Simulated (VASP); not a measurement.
A run of VASP 6.6.1 is set up as follows.

The input INCAR:

```
SYSTEM = HF
  PREC = Accurate
  ENCUT = 520
  EDIFF = 1E-6
  ISMEAR = -1
  SIGMA = 0.05
  LREAL = .FALSE.
  LASPH = .TRUE.
  NELM = 120
  ALGO = Normal
  ISIF = 2
  LWAVE = .FALSE.
  LCHARG = .TRUE.
  GGA = PE
  IVDW = 12
  LELF = .TRUE.
  LVHAR = .TRUE.
  NBANDS = 36
  GGA_COMPAT = .FALSE.
```

Contents of KPOINTS:

```
regular mesh
0
G
  1 1 1
  0 0 0
```

POSCAR

```
HF
1.0
    6.0767910000      0.0000000000      0.0000000000
    0.0000000000      6.0767910000      0.0000000000
    0.0000000000      0.0000000000      6.0767910000
F H
6 6
Direct
    0.9100691467      0.2055361127      0.7092559214
    1.0194360807      0.9502548302     -0.0071419274
    0.7874715454      0.8480791918      0.3471569123
    0.2099134231      0.2988583942      0.5194517962
    0.4127671990      0.7391894834      1.0916781571
    0.5073895087      0.1071289106      0.3004217193
    1.0254425403      0.2216959576      0.5997573390
    0.9599639020      1.0693637481     -0.1098441595
    0.8820444870      0.8909472121      0.2255302182
    0.3137346669      0.2276530491      0.4180002241
    0.3032850727      0.8342231944      1.0362047995
    0.5831531807     -0.0366476319      0.2945798202
```

Potentials or basis: VASP PAW PBE potentials, release 64 (F, H).

The run is started by

```sh
$ cat potpaw_PBE.64/F/POTCAR potpaw_PBE.64/H/POTCAR > POTCAR
$ mpirun -np 1 vasp_gam > vasp.out
```

**Question.** Estimate the pressure.

**Answer.** 0.4 GPa.

**Question.** Predict the largest force.

**Answer.** 2.137 eV/Å.

Forces on the atoms (eV/Å):
```
F   -1.684 -0.462  1.232
F   -0.283  0.390  0.228
F    0.632 -0.266 -0.317
F    1.159  0.295 -1.036
F    0.107 -0.217 -0.047
F   -0.648  0.569 -0.157
H    0.574  0.141 -0.167
H    0.400 -0.447 -0.134
H   -0.051 -0.203 -0.094
H    0.189 -0.225  0.202
H   -0.314  0.078 -0.101
H   -0.081  0.347  0.392
```

Caveat: the k points lie up to 1.03 Å⁻¹ apart.
